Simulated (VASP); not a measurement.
# Si4Ni in VASP: single point with PBEsol

Aim: the single point of Si4Ni with PBEsol.

Program: VASP 6.6.1. These are calculated values, not measurements. Logs are shortened: lines on timing, memory, paths and dates and some standing lists are left out, and cuts for length are marked.

**1. The cell of the first run**

The cell holds a slab with vacuum, 5 atoms: a = 3.812 Å, b = 3.812 Å, c = 19.669 Å, α = 90.00°, β = 90.00°, γ = 120.00°.

**2. Single point, PBEsol (atoms taken out)**

INCAR reads:

```
PREC = Accurate
ENCUT = 520
EDIFF = 1E-6
ISMEAR = 0
SIGMA = 0.1
LREAL = F
LASPH = T
NELM = 100
ALGO = Normal
ISIF = 2
LWAVE = F
LCHARG = T
LDIPOL = T
IDIPOL = 3
DIPOL = 0.5 0.5 0.500
GGA = PS
LELF = T
LVHAR = T
LVACPOTAV = T
NBANDS = 21
```

KPOINTS reads:

```
Automatic mesh
0
Gamma
  9 9 1
```

POSCAR reads:

```
Si4Ni
1.0
    3.8123023599      0.0000000000      0.0000000000
   -1.9061511800      3.3015506906      0.0000000000
    0.0000000000      0.0000000000     19.6690977635
Si Ni
4 1
Direct
    0.6666666667      0.3333333333      0.3813087967
    0.0000000000      0.0000000000      0.4604362656
    0.3333333333      0.6666666667      0.5395637344
    0.6666666667      0.3333333333      0.6186912033
    0.6666666667      0.3333333333      0.5000000000
```

Potentials or basis: VASP PAW PBE potentials, release 64 (Si, Ni).

On the command line:

```bash
$ cat potpaw_PBE.64/Si/POTCAR potpaw_PBE.64/Ni/POTCAR > POTCAR
$ mpirun -np 1 vasp_std > vasp.out
```

OUTCAR:

```text
PREC = Accurate
   ENCUT = 520
   EDIFF = 1E-6
   ISMEAR = 0
   LREAL = F
   LASPH = T
   NELM = 100
   ISIF = 2
   GGA = PS

 ion  position               nearest neighbor table
   1  0.667  0.333  0.381-   5 2.33   2 2.70   2 2.70   2 2.70
   2  0.000  0.000  0.460-   5 2.33   5 2.33   5 2.33   3 2.70   3 2.70   3 2.70   1 2.70   1 2.70
                             1 2.70
   3  0.333  0.667  0.540-   5 2.33   5 2.33   5 2.33   2 2.70   2 2.70   2 2.70   4 2.70   4 2.70
                             4 2.70
   4  0.667  0.333  0.619-   5 2.33   3 2.70   3 2.70   3 2.70
   5  0.667  0.333  0.500-   3 2.33   3 2.33   2 2.33   4 2.33   1 2.33   2 2.33   2 2.33   3 2.33

  LATTYP: Found a hexagonal cell.
 ALAT       =     3.8123023599
 C/A-ratio  =     5.1593750722

  Lattice vectors:

 A1 = (   3.8123023599,   0.0000000000,   0.0000000000)
 A2 = (  -1.9061511800,   3.3015506906,   0.0000000000)
 A3 = (   0.0000000000,   0.0000000000,  19.6690977635)

Analysis of symmetry for initial positions (statically):
=====================================================================
 Subroutine PRICEL returns:
 Original cell was already a primitive cell.

 Routine SETGRP: Setting up the symmetry group for a
 hexagonal supercell.

 Subroutine GETGRP returns: Found 12 space group operations
 (whereof  6 operations were pure point group operations)
 out of a pool of 24 trial point group operations.

The static configuration has the point symmetry C_3v.
 The point group associated with its full space group is D_3d.

Analysis of symmetry for dynamics (positions and initial velocities):
=====================================================================
 Subroutine PRICEL returns:
 Original cell was already a primitive cell.

 Routine SETGRP: Setting up the symmetry group for a
 hexagonal supercell.

 Subroutine GETGRP returns: Found 12 space group operations
 (whereof  6 operations were pure point group operations)
 out of a pool of 24 trial point group operations.

The dynamic configuration has the point symmetry C_3v.
 The point group associated with its full space group is D_3d.

 Subroutine INISYM returns: Found 12 space group operations
 (whereof  6 operations are pure point group operations),
 and found     1 'primitive' translations

----------------------------------------------------------------------------------------

[... 88 lines left out ...]
   NSW    =      0    number of steps for IOM
   IBRION =     -1    ionic relax: 0-MD 1-quasi-New 2-CG
   NFREE  =      0    steps in history (QN), initial steepest desc. (CG)
   ISIF   =      2    stress and relaxation
   ISYM   =      2    0-nonsym 1-usesym 2-fastsym
   POTIM  = 0.5000    time-step for ionic-motion
   TEBEG  =    0.0;   TEEND  =   0.0 temperature during run
   PSTRESS=    0.0 pullay stress
   NELECT =      26.0000    total number of electrons
   NUPDOWN=      -1.0000    fix difference up-down
   EMIN   =  10.00;   EMAX   =-10.00  energy-range for DOS
   EFERMI =   0.00;   METHOD = LEGACY
   ISMEAR =     0;   SIGMA  =   0.10  broadening in eV -4-tet -1-fermi 0-gaus
   EFERMI_NEDOS =   21; number of points for ismear=-14 and -15
   IALGO  =     38    algorithm
   IMIX   =      4    mixing-type and parameters
     AMIX     =   0.40;   BMIX     =  1.00
     AMIX_MAG =   1.60;   BMIX_MAG =  1.00
  volume/ion in A,a.u.               =      49.51       334.13
  Fermi-wavevector in a.u.,A,eV,Ry     =   0.772389  1.459603  8.117027  0.596585
  Thomas-Fermi vector in A             =   1.874010
   LORBIT       =      0    0 simple, 1 ext, 2 COOP (PROOUT), +10 PAW based schemes
   GGA     = PS    functional components
   LHFCALC =     F    Hartree Fock is set to
   AEXX    =    0.0000 exact exchange contribution
   IVDW    =     0    specifies the selected vdW correction
   LEPSILON=     F    determine dielectric tensor
   LRPA    =     F    only Hartree local field effects (RPA)
 non-spin polarized calculation
 Gauss-broadening in eV      SIGMA  =   0.10
  energy-cutoff  :      520.00
  volume of cell :      247.57
 maximum number of plane-waves:      6698
   NGX = 15   NGY = 15   NGZ = 73

 dipolmoment           0.000000      0.000000      0.000000 electrons x Angstroem

 number of electron      25.9999998 magnetization

 dipolmoment           0.000000      0.000000     -0.000000 electrons x Angstroem

 Free energy of the ion-electron system (eV)
  ---------------------------------------------------
  ext. energy  EPLUGINS =         0.00000000
  ---------------------------------------------------
  free energy    TOTEN  =       -27.59352236 eV

  energy without entropy =      -27.58411564  energy(sigma->0) =      -27.58881900

 E-fermi :  -0.8872     XC(G=0):  -4.3270

 val. band max:       -0.9108916232   @ k =   0.4444   0.1111   0.0000
 cond. band min:      -0.7865439662   @ k =   0.3333   0.1111   0.0000
 fundamental gap:      0.1243476570
 Fermi energy:        -0.8872368340

 k-point     1 :       0.0000    0.0000    0.0000
  band No.  band energies     occupation
      1     -13.3678      2.00000
      2     -10.4853      2.00000
      3      -8.0334      2.00000
      4      -5.5186      2.00000
      5      -5.5186      2.00000
      6      -4.1241      2.00000
[... 277 lines left out ...]
     20       4.7704      0.00000
     21       5.6705      0.00000

------------------------ aborting loop because EDIFF is reached ----------------------------------------

  FORCE on cell =-STRESS in cart. coord.  units (eV):
  Direction    XX          YY          ZZ          XY          YZ          ZX
  --------------------------------------------------------------------------------------
  -------------------------------------------------------------------------------------
  Total       -4.9104312     -4.9104312      0.6462126      0.0000000      0.0000000      0.0000000
  in kB      -31.7790176    -31.7790176      4.1821176      0.0000000      0.0000000      0.0000000
  external PRESSURE =     -19.7919726 kB  Pullay stress =       0.0000000 kB

 VOLUME and BASIS-vectors are now :
 -----------------------------------------------------------------------------
  energy-cutoff  :      520.00
  volume of cell :      247.57
      direct lattice vectors                 reciprocal lattice vectors
     3.812302360  0.000000000  0.000000000     0.262308680  0.151443987  0.000000000
    -1.906151180  3.301550691  0.000000000     0.000000000  0.302887974  0.000000000
     0.000000000  0.000000000 19.669097764     0.000000000  0.000000000  0.050841173

 POSITION                                       TOTAL-FORCE (eV/Angst)
 -----------------------------------------------------------------------------------
      1.90615      1.10052      7.50000        -0.000000     -0.000000      0.266701
      0.00000      0.00000      9.05637         0.000000     -0.000000     -1.221072
     -0.00000      2.20103     10.61273        -0.000000      0.000000      1.221072
      1.90615      1.10052     12.16910        -0.000000      0.000000     -0.266701
      1.90615      1.10052      9.83455         0.000000     -0.000000      0.000000
 -----------------------------------------------------------------------------------
    total drift:                               -0.000001      0.000001      0.000001

  FREE ENERGIE OF THE ION-ELECTRON SYSTEM (eV)
  ---------------------------------------------------
  free  energy   TOTEN  =       -27.5935223567 eV

  energy  without entropy=      -27.5841156447  energy(sigma->0) =      -27.58881900

 vacuum level on the upper side and lower side of the slab         4.216         4.216
```

OSZICAR:

```text
N       E                     dE             d eps       ncg     rms          rms(c)
DAV:   1     0.132091302361E+03    0.13209E+03   -0.94044E+03   504   0.962E+02
DAV:   2    -0.194783365824E+02   -0.15157E+03   -0.14666E+03   654   0.207E+02
DAV:   3    -0.295272280171E+02   -0.10049E+02   -0.99442E+01   625   0.609E+01
[... 16 lines left out ...]
DAV:  20    -0.275934833831E+02   -0.82127E-05   -0.14877E-06   556   0.151E-02    0.586E-03
DAV:  21    -0.275935107687E+02   -0.27386E-04   -0.19115E-06   531   0.174E-02    0.141E-03
DAV:  22    -0.275935174109E+02   -0.66421E-05   -0.29419E-07   522   0.274E-03    0.710E-04
DAV:  23    -0.275935217811E+02   -0.43702E-05   -0.28152E-07   496   0.341E-03    0.515E-04
DAV:  24    -0.275935223567E+02   -0.57561E-06   -0.33270E-08   479   0.158E-03
   1 F= -.27593522E+02 E0= -.27588819E+02  d E =-.940671E-02
```

Run time: 3.3 min. Hardware: 1 thread of Intel Xeon 8259CL, shared host; peak memory 0.35 GiB.

What came out:

| Quantity | Value |
| --- | --- |
| Free energy | -27.5935 eV |
| Largest force | 1.221 eV/Å |
| Band gap on the k mesh | zero (bands 13 and 14 overlap by 2.23 eV) |

Forces in eV/Å, atoms in the order of the input:
```
Si   0.000  0.000  0.267
Si   0.000  0.000 -1.221
Si   0.000  0.000  1.221
Si   0.000  0.000 -0.267
Ni   0.000  0.000  0.000
```

Caveat: the cell differs from its parent crystal (atoms taken out); the PAW data sets were made with another functional, which shifts forces and pressure a little.
